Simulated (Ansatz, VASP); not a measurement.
**Two plane-wave programs on AgI**

POSCAR

```
AgI
1.0
    4.6512919221      0.0000000000      0.0000000000
   -2.3256459611      4.0281369650      0.0000000000
    0.0000000000      0.0000000000      7.5978539869
Ag I
2 2
Direct
    0.3333333333      0.6666666667      0.0024013965
    0.6666666667      0.3333333333      0.5024013965
    0.3333333333      0.6666666667      0.3774986035
    0.6666666667      0.3333333333      0.8774986035
```

File INCAR.step1:

```
SYSTEM = AgI
PREC = Accurate
ENCUT = 400
EDIFF = 1E-5
ISMEAR = 0
SIGMA = 0.01
LREAL = .FALSE.
LASPH = .TRUE.
NELM = 120
ALGO = Normal
ISIF = 2
LWAVE = .TRUE.
LCHARG = .FALSE.
GGA = PE
NBANDS = 26
GGA_COMPAT = .FALSE.
KPAR = 4
```

Contents of INCAR.step2:

```
SYSTEM = AgI
PREC = Accurate
ENCUT = 400
EDIFF = 1E-6
ISMEAR = 0
SIGMA = 0.01
LREAL = .FALSE.
LASPH = .TRUE.
NELM = 120
ALGO = Normal
ISIF = 2
LWAVE = .FALSE.
LCHARG = .FALSE.
GGA = PE
LHFCALC = .TRUE.
AEXX = 1.0
ALDAC = 0.0
AGGAC = 0.0
PRECFOCK = Normal
ISTART = 1
NBANDS = 26
GGA_COMPAT = .FALSE.
KPAR = 4
```

The input KPOINTS:

```
Automatic mesh
0
G
  6 6 2
  0 0 0
```

Input for Ansatz:

```yaml
crystal:
  lattice:
    - [4.6512919221, 0.0, 0.0]
    - [-2.3256459611, 4.028136965, 0.0]
    - [0.0, 0.0, 7.5978539869]
  atoms:
    - { symbol: Ag, position: [0.3333333333, 0.6666666667, 0.0024013965] }
    - { symbol: Ag, position: [0.6666666667, 0.3333333333, 0.5024013965] }
    - { symbol: I, position: [0.3333333333, 0.6666666667, 0.3774986035] }
    - { symbol: I, position: [0.6666666667, 0.3333333333, 0.8774986035] }
kpoints:
  mp_grid: { grid: [6, 6, 2] }
  band_path:
    path:
      - [0.0, 0.0, 0.0]
      - [0.5, 0.0, 0.0]
      - [0.3333333333, 0.3333333333, 0.0]
      - [0.0, 0.0, 0.5]
      - [0.5, 0.0, 0.5]
      - [0.3333333333, 0.3333333333, 0.5]
    npoints: 1
hamiltonian:
  xc: hf
scf:
  occupations: { method: fixed }
  n_extra_bands: 5
output:
  forces: true
  stress: true
  eigenvalues: true
  write_density: true
  write_potential: true
  elf: true
  volumetric_format: npy
```

Alike in both runs: task single point; functional HF; k mesh 6 × 6 × 2; no spin polarisation.

|  | VASP | Ansatz |
| --- | --- | --- |
| version | VASP 6.6.1 | Ansatz 0.2.0 |
| potentials or method | VASP PAW PBE potentials, release 64 (Ag, I) | plane waves, PAW |
| plane-wave cutoff (eV) | 400 | 420 |
| occupations | gaussian, width 0.01 eV | fixed |
| valence electrons in the cell | 36 | 72 |

```tsv
	VASP	Ansatz	Ansatz less VASP
gap on the k mesh at the Fermi level (eV)	8.88	8.91	+0.034
pressure (GPa)	5.4	5.9	+0.58
rms of the force components (eV/Å)	0.006	0.004	-0.0014
```

VASP's potentials were made for PBE, not for HF. Atom by atom the forces differ by 0.001 eV/Å (rms over components). VASP's potentials hold 36 valence electrons a cell and Ansatz's 72, so a difference there can come from the potentials and not from the codes. Ansatz's warnings: stress exchange threshold loose, stress scf threshold loose.

Spin-orbit coupling is off throughout.
